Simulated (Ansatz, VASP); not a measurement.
**ZnS in VASP and in Ansatz**

```
Zn S
1.0
     0.00000    2.69409    2.69409
     2.69409    0.00000    2.69409
     2.69409    2.69409    0.00000
Zn S
1 1
Direct
  0.00000 0.00000 0.00000
  0.25000 0.25000 0.25000
```

Alike in both runs: task single point; functional r2SCAN; k mesh 6 × 6 × 6; no spin polarisation.

|  | VASP | Ansatz |
| --- | --- | --- |
| version | VASP 6.6.1 | Ansatz 0.2.0 |
| potentials or method | VASP PAW PBE potentials, release 64 (Zn, S) | plane waves, PAW |
| plane-wave cutoff (eV) | 520 | 500 |
| occupations | gaussian, width 0.01 eV | fixed |
| valence electrons in the cell | 18 | 18 |

|  | VASP | Ansatz | Ansatz less VASP |
| --- | --- | --- | --- |
| gap on the k mesh at the Fermi level (eV) | 2.71 | 2.70 | -0.010 |
| pressure (GPa) | 0.1 | 0.1 | 0.00 |

VASP's potentials were made for PBE, not for r2SCAN.
